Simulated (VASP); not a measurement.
Input of a VASP 6.6.1 run:

Contents of INCAR:

```
SYSTEM = Ge
  PREC = Accurate
  ENCUT = 520
  EDIFF = 1E-6
  ISMEAR = -1
  SIGMA = 0.05
  LREAL = .FALSE.
  LASPH = .TRUE.
  NELM = 60
  ALGO = Normal
  ISIF = 2
  LWAVE = .FALSE.
  LCHARG = .FALSE.
  GGA = PE
  NBANDS = 13
```

File KPOINTS:

```
regular mesh
0
G
  11 11 10
  0 0 0
```

Contents of POSCAR:

```
Ge
1.0
    1.3670230000     -2.6325480000      0.0133260000
    1.3600710000      2.6288130000      0.0077580000
    0.0203590000     -0.0028880000      2.7331880000
Ge
1
Direct
    0.5176120000      0.5148350000     -0.0070280000
```

Potentials or basis: VASP PAW PBE potentials, release 64 (Ge_d).

The run is started by

```console
$ cat potpaw_PBE.64/Ge_d/POTCAR > POTCAR
$ mpirun -np 1 vasp_std > vasp.out
```

(1) What does it give for the pressure?

(2) What does it give for the band gap on the k mesh?

Results:

(1) -0.4 GPa.

(2) zero (band 7 reaches 12.43 eV, above the bottom of band 8 at 3.83 eV).

Caveat: the cell differs from its parent crystal (the cell strained at random).
